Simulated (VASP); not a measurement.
# Zr12O in VASP: single point with PBE

Aim: the single point of Zr12O with PBE.

All numbers are computed with VASP 6.6.1; they aren't measurements. Logs are shortened: lines on timing, memory, paths and dates and some standing lists are left out, and cuts for length are marked.

**1. The cell of the first run**

The cell holds a slab with vacuum, 13 atoms: a = 6.460 Å, b = 6.460 Å, c = 17.145 Å, α = 90.00°, β = 90.00°, γ = 60.00°.

**2. Single point, PBE**

The input, INCAR:

```
  ALGO = Normal
  EDIFF = 1E-7
  ENCUT = 520
  GGA = PE
  ISIF = 2
  ISMEAR = 0
  LASPH = True
  LCHARG = False
  LREAL = False
  LWAVE = False
  NBANDS = 87
  NELM = 60
  PREC = Accurate
  SIGMA = 0.15
```

The input, KPOINTS:

```
k-points
0
Gamma
  3 3 1
```

The input, POSCAR:

```
Zr12O
1.0
    6.4600000000      0.0000000000      0.0000000000
    3.2300000000      5.5945240000      0.0000000000
    0.0000000000      0.0000000000     17.1453900000
Zr O
12 1
Direct
    0.0000000000      0.0000000000      0.0583247000
    0.5000000000      0.0000000000      0.0583247000
    0.0000000000      0.5000000000      0.0583247000
    0.5000000000      0.5000000000      0.0583247000
   -0.1680175214      0.3361982748      0.2015623788
    0.3335198405      0.3331884594      0.1975223402
   -0.1680048868      0.8317773143      0.2015423391
    0.3363271720      0.8318081476      0.2014895069
   -0.0000545224      0.0000525214      0.3446998499
    0.5042316718     -0.0084975128      0.3571096088
   -0.0083688194      0.5042501055      0.3572205697
    0.5041876793      0.5043502126      0.3571305561
    0.3334740558      0.3332653154      0.4043758680
```

Potentials or basis: VASP PAW PBE potentials, release 64 (Zr_sv, O).

The run is started by

```bash
$ cat potpaw_PBE.64/Zr_sv/POTCAR potpaw_PBE.64/O/POTCAR > POTCAR
$ mpirun -np 1 vasp_std > vasp.out
```

OUTCAR:

```text
EDIFF = 1E-7
   ENCUT = 520
   GGA = PE
   ISIF = 2
   ISMEAR = 0
   LASPH = True
   LREAL = False
   NELM = 60
   PREC = Accurate

 ion  position               nearest neighbor table
   1  0.000  0.000  0.058-   8 3.09   7 3.09   5 3.09   3 3.23   3 3.23   4 3.23   4 3.23   2 3.23
                             2 3.23
   2  0.500  0.000  0.058-   6 3.03   8 3.08   7 3.08   4 3.23   3 3.23   4 3.23   3 3.23   1 3.23
                             1 3.23
   3  0.000  0.500  0.058-   6 3.03   7 3.08   5 3.08   1 3.23   1 3.23   2 3.23   2 3.23   4 3.23
                             4 3.23
   4  0.500  0.500  0.058-   6 3.03   8 3.08   5 3.08   2 3.23   1 3.23   2 3.23   1 3.23   3 3.23
                             3 3.23
   5  0.832  0.336  0.202-   3 3.08   4 3.08   9 3.09   1 3.09   7 3.20   8 3.20   6 3.23   6 3.23
                            12 3.24  11 3.24   8 3.26   7 3.26
   6  0.334  0.333  0.198-   2 3.03   4 3.03   3 3.03   7 3.23   5 3.23   8 3.23   8 3.23   5 3.23
                             7 3.23  10 3.34  12 3.34  11 3.34
   7  0.832  0.832  0.202-   3 3.08   2 3.08   9 3.09   1 3.09   5 3.20   8 3.20   6 3.23   6 3.23
                            10 3.24  11 3.24   8 3.26   5 3.26
   8  0.336  0.832  0.201-   4 3.08   2 3.08   1 3.09   9 3.09   5 3.20   7 3.20   6 3.23   6 3.23
                            12 3.24  10 3.24   7 3.26   5 3.26
   9  1.000  0.000  0.345-   5 3.09   7 3.09   8 3.09  12 3.24  11 3.24  10 3.24  10 3.24  12 3.24
                            11 3.24
  10  0.504  0.992  0.357-  13 2.08  12 3.15  11 3.15   7 3.24   8 3.24   9 3.24   9 3.24  11 3.31
                            12 3.31   6 3.34
  11  0.992  0.504  0.357-  13 2.08  10 3.15  12 3.15   9 3.24   7 3.24   9 3.24   5 3.24  12 3.31
                            10 3.31   6 3.34
  12  0.504  0.504  0.357-  13 2.08  10 3.15  11 3.15   8 3.24   5 3.24   9 3.24   9 3.24  11 3.31
                            10 3.31   6 3.34
  13  0.333  0.333  0.404-  11 2.08  10 2.08  12 2.08

  LATTYP: Found a hexagonal cell.
 ALAT       =     6.4599999061
 C/A-ratio  =     2.6540851779

  Lattice vectors:

 A1 = (  -3.2300000000,  -5.5945240000,   0.0000000000)
 A2 = (   6.4600000000,   0.0000000000,   0.0000000000)
 A3 = (   0.0000000000,   0.0000000000,  17.1453900000)

Analysis of symmetry for initial positions (statically):
=====================================================================
 Subroutine PRICEL returns:
 Original cell was already a primitive cell.

 Routine SETGRP: Setting up the symmetry group for a
 hexagonal supercell.

 Subroutine GETGRP returns: Found  1 space group operations
 (whereof  1 operations were pure point group operations)
 out of a pool of 24 trial point group operations.

The static configuration has the point symmetry C_1 .

Analysis of symmetry for dynamics (positions and initial velocities):
=====================================================================
 Subroutine PRICEL returns:
 Original cell was already a primitive cell.

 Routine SETGRP: Setting up the symmetry group for a
 hexagonal supercell.

 Subroutine GETGRP returns: Found  1 space group operations
 (whereof  1 operations were pure point group operations)
 out of a pool of 24 trial point group operations.

The dynamic configuration has the point symmetry C_1 .

 Subroutine INISYM returns: Found  1 space group operations
 (whereof  1 operations are pure point group operations),
 and found     1 'primitive' translations

----------------------------------------------------------------------------------------

                                     Primitive cell

  volume of cell :     619.6451

  direct lattice vectors                    reciprocal lattice vectors
     6.460000000  0.000000000  0.000000000     0.154798762 -0.089373108  0.000000000
     3.230000000  5.594524000  0.000000000     0.000000000  0.178746217  0.000000000
     0.000000000  0.000000000 17.145390000     0.000000000  0.000000000  0.058324716

  length of vectors
     6.460000000  6.459999906 17.145390000     0.178746214  0.178746217  0.058324716

  position of ions in fractional coordinates (direct lattice)
     0.000000000  0.000000000  0.058324700
     0.500000000  0.000000000  0.058324700
     0.000000000  0.500000000  0.058324700
     0.500000000  0.500000000  0.058324700
     0.831982479  0.336198275  0.201562379
     0.333519841  0.333188459  0.197522340
     0.831995113  0.831777314  0.201542339
     0.336327172  0.831808148  0.201489507
     0.999945478  0.000052521  0.344699850
     0.504231672  0.991502487  0.357109609
     0.991631181  0.504250105  0.357220570
     0.504187679  0.504350213  0.357130556
     0.333474056  0.333265315  0.404375868

  ion indices of the primitive-cell ions
   primitive index   ion index
                 1           1
                 2           2
                 3           3
                 4           4
                 5           5
                 6           6
                 7           7
                 8           8
                 9           9
                10          10
                11          11
                12          12
                13          13

----------------------------------------------------------------------------------------

 KPOINTS: k-points

Automatic generation of k-mesh.
 Grid dimensions read from file:
 generate k-points for:    3    3    1

 Generating k-lattice:

  Cartesian coordinates                     Fractional coordinates (reciprocal lattice)
     0.051599587 -0.029791036  0.000000000     0.333333333  0.000000000  0.000000000
     0.000000000  0.059582072  0.000000000     0.000000000  0.333333333  0.000000000
     0.000000000  0.000000000  0.058324716     0.000000000  0.000000000  1.000000000

  Length of vectors
     0.059582071  0.059582072  0.058324716

  Shift w.r.t. Gamma in fractional coordinates (k-lattice)
     0.000000000  0.000000000  0.000000000

 Subroutine IBZKPT returns following result:
 ===========================================

 Found      5 irreducible k-points:

 Following reciprocal coordinates:
            Coordinates               Weight
  0.000000  0.000000  0.000000      1.000000
  0.333333  0.000000  0.000000      2.000000
  0.333333  0.333333  0.000000      2.000000
  0.000000  0.333333  0.000000      2.000000
 -0.333333  0.333333  0.000000      2.000000
   k-points           NKPTS =      5   k-points in BZ     NKDIM =      5   number of bands    NBANDS=     87
   number of dos      NEDOS =    301   number of ions     NIONS =     13
   total plane-waves  NPLWV = 294912
   dimension x,y,z NGX =    48 NGY =   48 NGZ =  128
   dimension x,y,z NGXF=    96 NGYF=   96 NGZF=  256
   ions per type =              12   1
   NGX,Y,Z   is equivalent  to a cutoff of  12.35, 12.35, 12.41 a.u.
   NGXF,Y,Z  is equivalent  to a cutoff of  24.71, 24.71, 24.82 a.u.
 SYSTEM =  unknown system
   PREC   = accura    normal or accurate (medium, high low for compatibility)
   ISTART =      0    job   : 0-new  1-cont  2-samecut
   ICHARG =      2    charge: 1-file 2-atom 10-const
   ISPIN  =      1    spin polarized calculation?
   LNONCOLLINEAR =      F non collinear calculations
   LSORBIT =      F    spin-orbit coupling
   LASPH  =      T    aspherical Exc in radial PAW
   ENCUT  =  520.0 eV  38.22 Ry    6.18 a.u.  12.01 12.01 31.88*2*pi/ulx,y,z
   NELM   =     60;   NELMIN=  2; NELMDL= -5     # of ELM steps
   EDIFF  = 0.1E-06   stopping-criterion for ELM
   LREAL  =      F    real-space projection
   EDIFFG = 0.1E-05   stopping-criterion for IOM
   NSW    =      0    number of steps for IOM
   IBRION =     -1    ionic relax: 0-MD 1-quasi-New 2-CG
   NFREE  =      0    steps in history (QN), initial steepest desc. (CG)
   ISIF   =      2    stress and relaxation
   ISYM   =      2    0-nonsym 1-usesym 2-fastsym
   POTIM  = 0.5000    time-step for ionic-motion
   TEBEG  =    0.0;   TEEND  =   0.0 temperature during run
   PSTRESS=    0.0 pullay stress
   NELECT =     150.0000    total number of electrons
   NUPDOWN=      -1.0000    fix difference up-down
   EMIN   =  10.00;   EMAX   =-10.00  energy-range for DOS
   EFERMI =   0.00;   METHOD = LEGACY
   ISMEAR =     0;   SIGMA  =   0.15  broadening in eV -4-tet -1-fermi 0-gaus
   EFERMI_NEDOS =   21; number of points for ismear=-14 and -15
   IALGO  =     38    algorithm
   IMIX   =      4    mixing-type and parameters
     AMIX     =   0.40;   BMIX     =  1.00
     AMIX_MAG =   1.60;   BMIX_MAG =  1.00
  volume/ion in A,a.u.               =      47.67       321.66
  Fermi-wavevector in a.u.,A,eV,Ry     =   1.020291  1.928071 14.163592  1.040995
  Thomas-Fermi vector in A             =   2.153853
   LORBIT       =      0    0 simple, 1 ext, 2 COOP (PROOUT), +10 PAW based schemes
   GGA     = PE    functional components
   LHFCALC =     F    Hartree Fock is set to
   AEXX    =    0.0000 exact exchange contribution
   IVDW    =     0    specifies the selected vdW correction
   LEPSILON=     F    determine dielectric tensor
   LRPA    =     F    only Hartree local field effects (RPA)
 non-spin polarized calculation
 Gauss-broadening in eV      SIGMA  =   0.15
  energy-cutoff  :      520.00
  volume of cell :      619.65
 maximum number of plane-waves:     16740
   NGX = 25   NGY = 25   NGZ = 63

 number of electron     150.0000007 magnetization

 Free energy of the ion-electron system (eV)
  ---------------------------------------------------
  ext. energy  EPLUGINS =         0.00000000
  ---------------------------------------------------
  free energy    TOTEN  =      -105.70856557 eV

  energy without entropy =     -105.54015347  energy(sigma->0) =     -105.62435952

 E-fermi :   2.0316     XC(G=0):  -6.1646

 val. band max:        2.0190938671   @ k =   0.3333   0.0000   0.0000
 cond. band min:       2.0922235974   @ k =  -0.3333   0.3333   0.0000
 fundamental gap:      0.0731297303
 Fermi energy:         2.0315986688

 k-point     1 :       0.0000    0.0000    0.0000
  band No.  band energies     occupation
      1     -47.0242      2.00000
      2     -46.9459      2.00000
      3     -46.9448      2.00000
      4     -46.9231      2.00000
      5     -46.8416      2.00000
      6     -46.8241      2.00000
[... 79 lines left out ...]
     86       3.2625      0.00000
     87       3.4246      0.00000

 k-point     2 :       0.3333    0.0000    0.0000
  band No.  band energies     occupation
      1     -47.0061      2.00000
      2     -46.9620      2.00000
      3     -46.9449      2.00000
      4     -46.9012      2.00000
      5     -46.8554      2.00000
      6     -46.8327      2.00000
[... 79 lines left out ...]
     86       2.9580      0.00000
     87       3.0469      0.00000

 k-point     3 :       0.3333    0.3333    0.0000
  band No.  band energies     occupation
      1     -47.0063      2.00000
      2     -46.9611      2.00000
      3     -46.9456      2.00000
      4     -46.9012      2.00000
      5     -46.8555      2.00000
      6     -46.8324      2.00000
[... 79 lines left out ...]
     86       2.9571      0.00000
     87       3.0448      0.00000

 k-point     4 :       0.0000    0.3333    0.0000
  band No.  band energies     occupation
      1     -47.0064      2.00000
      2     -46.9608      2.00000
      3     -46.9458      2.00000
      4     -46.9012      2.00000
      5     -46.8556      2.00000
      6     -46.8323      2.00000
[... 79 lines left out ...]
     86       2.9572      0.00000
     87       3.0519      0.00000

 k-point     5 :      -0.3333    0.3333    0.0000
  band No.  band energies     occupation
      1     -46.9880      2.00000
      2     -46.9768      2.00000
      3     -46.9473      2.00000
      4     -46.8781      2.00000
      5     -46.8603      2.00000
      6     -46.8583      2.00000
[... 79 lines left out ...]
     86       2.9353      0.00000
     87       2.9459      0.00000

------------------------ aborting loop because EDIFF is reached ----------------------------------------

  FORCE on cell =-STRESS in cart. coord.  units (eV):
  Direction    XX          YY          ZZ          XY          YZ          ZX
  --------------------------------------------------------------------------------------
  -------------------------------------------------------------------------------------
  Total       -5.1916624     -5.1795668     -0.0204852      0.0028846      0.0058222     -0.0071512
  in kB      -13.4237544    -13.3924796     -0.0529672      0.0074585      0.0150540     -0.0184904
  external PRESSURE =      -8.9564004 kB  Pullay stress =       0.0000000 kB

 VOLUME and BASIS-vectors are now :
 -----------------------------------------------------------------------------
  energy-cutoff  :      520.00
  volume of cell :      619.65
      direct lattice vectors                 reciprocal lattice vectors
     6.460000000  0.000000000  0.000000000     0.154798762 -0.089373108  0.000000000
     3.230000000  5.594524000  0.000000000     0.000000000  0.178746217  0.000000000
     0.000000000  0.000000000 17.145390000     0.000000000  0.000000000  0.058324716

 POSITION                                       TOTAL-FORCE (eV/Angst)
 -----------------------------------------------------------------------------------
      0.00000      0.00000      1.00000        -0.000634      0.000858      0.084525
      3.23000      0.00000      1.00000         0.001056     -0.093446     -0.034835
      1.61500      2.79726      1.00000        -0.079871      0.045693     -0.030169
      4.84500      2.79726      1.00000         0.081266      0.045260     -0.033469
      6.46053      1.88087      3.45587         0.000303      0.001186     -0.000474
      3.23074      1.86403      3.38660        -0.000678      0.001154     -0.006413
      8.06133      4.65340      3.45552        -0.000749     -0.000860      0.000352
      4.85941      4.65357      3.45462        -0.000019     -0.000052      0.002375
      6.45982      0.00029      5.91001         0.002922     -0.001936      0.005351
      6.45989      5.54698      6.12278         0.001047     -0.037049     -0.009211
      8.03467      2.82104      6.12469        -0.037510      0.020855     -0.013756
      4.88610      2.82160      6.12314         0.033246      0.017214     -0.009418
      3.23069      1.86446      6.93318        -0.000379      0.001123      0.045140
 -----------------------------------------------------------------------------------
    total drift:                               -0.000016      0.000017     -0.000188

  FREE ENERGIE OF THE ION-ELECTRON SYSTEM (eV)
  ---------------------------------------------------
  free  energy   TOTEN  =      -105.7085655737 eV

  energy  without entropy=     -105.5401534690  energy(sigma->0) =     -105.62435952
```

Wall time 10 min (1 thread of Intel Xeon Platinum 8488C (Sapphire Rapids), shared host); peak memory 0.68 GiB.

Results:

```yaml
Free_energy: -105.7086 eV
Largest_force: 0.100 eV/Å
Band_gap_on_the_k_mesh: zero (band 75 reaches 2.74 eV, above the bottom of band 76 at 1.80 eV)
```

Forces on the atoms (eV/Å):
```
Zr  -0.001  0.001  0.085
Zr   0.001 -0.093 -0.035
Zr  -0.080  0.046 -0.030
Zr   0.081  0.045 -0.033
Zr   0.000  0.001  0.000
Zr  -0.001  0.001 -0.006
Zr  -0.001 -0.001  0.000
Zr   0.000  0.000  0.002
Zr   0.003 -0.002  0.005
Zr   0.001 -0.037 -0.009
Zr  -0.038  0.021 -0.014
Zr   0.033  0.017 -0.009
O    0.000  0.001  0.045
```

Caveat: the k points lie up to 0.37 Å⁻¹ apart.
